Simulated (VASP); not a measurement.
Write the native input for VASP 6.6.1 that does the following.

| Quantity | Value |
| --- | --- |
| Task | single point |
| Functional | PBE |
| Potentials or basis | VASP PAW PBE potentials, release 64 (Li_sv) |
| Cutoff | 520 eV |
| k mesh | 6 × 6 × 1 |
| Occupations | gaussian, width 0.1 eV |
| Spin | no spin polarisation |
| Dipole correction | yes |
| Further INCAR settings | ALGO = Normal; EDIFF = 1e-06; NBANDS = 10 |

The structure of Li lies in POSCAR:

```
Li
1.0
    4.7589305849      0.0000000000      0.0000000000
   -2.3794652925      4.1213547814      0.0000000000
    0.0000000000      0.0000000000     23.8000000000
Li
2
Direct
    0.3333333333      0.6666666667      0.2941176471
    0.6666666667      0.3333333333      0.2941176471
```

The input as run:

INCAR

```
ALGO = Normal
DIPOL = 0.5 0.5 0.294
EDIFF = 1E-6
ENCUT = 520
GGA = PE
IDIPOL = 3
ISIF = 2
ISMEAR = 0
LASPH = T
LCHARG = T
LDIPOL = T
LELF = T
LREAL = F
LVACPOTAV = T
LVHAR = T
LWAVE = F
NBANDS = 10
NELM = 100
PREC = Accurate
SIGMA = 0.1
```

KPOINTS

```
k-points
0
Gamma
  6 6 1
```

Potentials or basis: VASP PAW PBE potentials, release 64 (Li_sv).

Run with:

```console
$ cat potpaw_PBE.64/Li_sv/POTCAR > POTCAR
$ mpirun -np 1 vasp_std > vasp.out
```

It gave:

| Quantity | Value |
| --- | --- |
| Band gap on the k mesh | zero (band 3 reaches -2.63 eV, above the bottom of band 4 at -2.91 eV) |

It took 99 s on 1 thread of AMD EPYC 7R13 (shared host), peak memory 0.46 GiB.
